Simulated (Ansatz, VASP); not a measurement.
Te6Mo3H: VASP beside Ansatz

Contents of INCAR:

```
SYSTEM = Te6Mo3H
PREC = Accurate
ENCUT = 400
EDIFF = 1E-6
ISMEAR = 0
SIGMA = 0.05
LREAL = .False.
LASPH = .True.
NELM = 120
ALGO = Normal
ISIF = 2
LWAVE = .False.
LCHARG = .False.
GGA = PS
IVDW = 12
NBANDS = 50
GGA_COMPAT = .False.
```

The input KPOINTS:

```
Automatic mesh
0
Gamma
  9 9 2
  0 0 0
```

POSCAR

```
Te6Mo3H
1.0
    3.4334342720      0.0000000000      0.0000000000
   -1.7167171360      2.9734413017      0.0000000000
    0.0000000000      0.0000000000     20.7704294686
Te Mo H
6 3 1
Direct
    0.0000000000      0.0000000000      0.9125759363
    0.3333333333      0.6666666667      0.5917818730
    0.3333333333      0.6666666667      0.2333053354
    0.3333333333      0.6666666667      0.7666946646
    0.3333333333      0.6666666667      0.4082181270
    0.0000000000      0.0000000000      0.0874240637
    0.0000000000      0.0000000000      0.6791511892
    0.0000000000      0.0000000000      0.3208488108
    0.3333333333      0.6666666667      0.0000000000
    0.1143568367     -0.3594882483      0.3356769680
```

Input for Ansatz:

```yaml
crystal:
  lattice:
    - [3.433434272, 0.0, 0.0]
    - [-1.716717136, 2.9734413017, 0.0]
    - [0.0, 0.0, 20.7704294686]
  atoms:
    - { symbol: Te, position: [0.0, 0.0, 0.9125759363] }
    - { symbol: Te, position: [0.3333333333, 0.6666666667, 0.591781873] }
    - { symbol: Te, position: [0.3333333333, 0.6666666667, 0.2333053354] }
    - { symbol: Te, position: [0.3333333333, 0.6666666667, 0.7666946646] }
    - { symbol: Te, position: [0.3333333333, 0.6666666667, 0.408218127] }
    - { symbol: Te, position: [0.0, 0.0, 0.0874240637] }
    - { symbol: Mo, position: [0.0, 0.0, 0.6791511892] }
    - { symbol: Mo, position: [0.0, 0.0, 0.3208488108] }
    - { symbol: Mo, position: [0.3333333333, 0.6666666667, 0.0] }
    - { symbol: H, position: [0.1143568367, -0.3594882483, 0.335676968] }
basis:
  ecutwfc: 420
kpoints:
  mp_grid: { grid: [9, 9, 2] }
hamiltonian:
  xc: pbesol
  pseudopotentials: { kind: paw, azcp: { folder: soft_1 } }
  dispersion: d3bj
scf:
  occupations: { method: gaussian, width: 0.05 }
output:
  forces: true
  stress: true
  eigenvalues: true
```

Alike in both runs: task single point; functional PBEsol; dispersion D3(BJ); k mesh 9 × 9 × 2; occupations gaussian, width 0.05 eV; no spin polarisation.

|  | VASP | Ansatz |
| --- | --- | --- |
| version | VASP 6.6.1 | Ansatz 0.2.0 |
| potentials or method | VASP PAW PBE potentials, release 64 (Te, Mo_sv, H), cutoff 400 eV | scalar-relativistic, plane waves, PAW |
| valence electrons in the cell | 79 | 139 |

Ansatz gave:

| Item | Value |
| --- | --- |
| gap on the k mesh at the Fermi level (eV) | none |
| pressure (GPa) | 5.1 |
| traceless stress, the component that is largest in VASP (GPa) | -2.73 |
| rms of the force components (eV/Å) | 1.167 |

**Question.** What did VASP give for the same quantities?

**Answer.** gap on the k mesh at the Fermi level (eV): none; pressure (GPa): 5.0; traceless stress, the component that is largest in VASP (GPa): -2.75; rms of the force components (eV/Å): 1.193.

VASP's potentials were made for PBE, not for PBEsol, and Ansatz warns of the same on its side. Atom by atom the forces differ by 0.034 eV/Å (rms over components). A gap of «none» marks a metal or a gap that the smearing closes. VASP's potentials hold 79 valence electrons a cell and Ansatz's 139, so a difference there can come from the potentials and not from the codes.

Neither program's run includes spin-orbit coupling.
